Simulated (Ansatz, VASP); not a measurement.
**Ni3Hg: VASP beside Ansatz**

Contents of INCAR:

```
PREC     = Accurate       # precision mode
ENCUT    = 600            # plane-wave cutoff, eV
EDIFF    = 1E-6           # SCF threshold, eV
ISMEAR   = -1             # smearing method
SIGMA    = 0.15           # smearing width, eV
LREAL    = False          # projectors in reciprocal space
LASPH    = True           # aspherical terms in the spheres
NELM     = 200            # most SCF steps
ALGO     = Normal         # electronic algorithm
ISIF     = 2              # what is computed and relaxed
LWAVE    = False          # write WAVECAR
LCHARG   = True           # write CHGCAR
ISPIN    = 2              # spin polarisation
MAGMOM   = 1.5 1.5 1.5 0  # initial moments
LORBIT   = 11             # projections on sites
LMAXMIX  = 4              # l up to which the mixer works
GGA      = B5             # functional
ALDAX    = 1.0          
AGGAX    = 1.0          
AGGAC    = 1.0          
ALDAC    = 0.0          
LELF     = True           # ELF
LVHAR    = True         
NBANDS   = 33             # bands
GGA_COMPAT= False
```

Contents of KPOINTS:

```
Automatic mesh
0
Gamma
  6 6 6
```

File POSCAR:

```
Ni3Hg
1.0
    3.7449110000      0.0000000000      0.0000000000
    0.0000000000      3.7449110000      0.0000000000
    0.0000000000      0.0000000000      3.7449110000
Ni Hg
3 1
Direct
    0.0000000000      0.5000000000      0.5000000000
    0.5000000000      0.0000000000      0.5000000000
    0.5000000000      0.5000000000      0.0000000000
    0.0000000000      0.0000000000      0.0000000000
```

Input for Ansatz:

```yaml
crystal:
  lattice:
    bravais: cubic
    a: 3.744911
  space_group: 221
  atoms:
    - { symbol: Ni, position: [0.0, 0.5, 0.5] }
    - { symbol: Hg, position: [0.0, 0.0, 0.0] }
basis:
  ecutwfc: 550.0
kpoints:
  mp_grid:
    grid: [6, 6, 6]
hamiltonian:
  xc: blyp
magnetization:
  spin_polarized: true
  per_species:
    Ni: 1.5
scf:
  occupations:
    method: fermi_dirac
    width: 0.15
output:
  stress: true
```

Alike in both runs: task single point; functional BLYP; k mesh 6 × 6 × 6; occupations fermi-dirac, width 0.15 eV; collinear spin.

```csv
,VASP,Ansatz
version,VASP 6.6.1,Ansatz 0.2.0
potentials or method,"VASP PAW PBE potentials, release 64 (Ni, Hg), cutoff 600 eV","plane waves, PAW"
valence electrons in the cell,42,74
```

|  | VASP | Ansatz | Ansatz less VASP |
| --- | --- | --- | --- |
| pressure (GPa) | 11.8 | 10.5 | -1.31 |
| net moment per atom (μB) | 0.08 | 0.12 | +0.043 |
| size of the moment on the site where the two differ most (μB) | 0.10 | 0.17 | +0.063 |

VASP's potentials were made for PBE, not for BLYP. Site moments also hang on the region over which each program counts them. VASP's potentials hold 42 valence electrons a cell and Ansatz's 74, so a difference there can come from the potentials and not from the codes.

Spin-orbit coupling is off throughout.
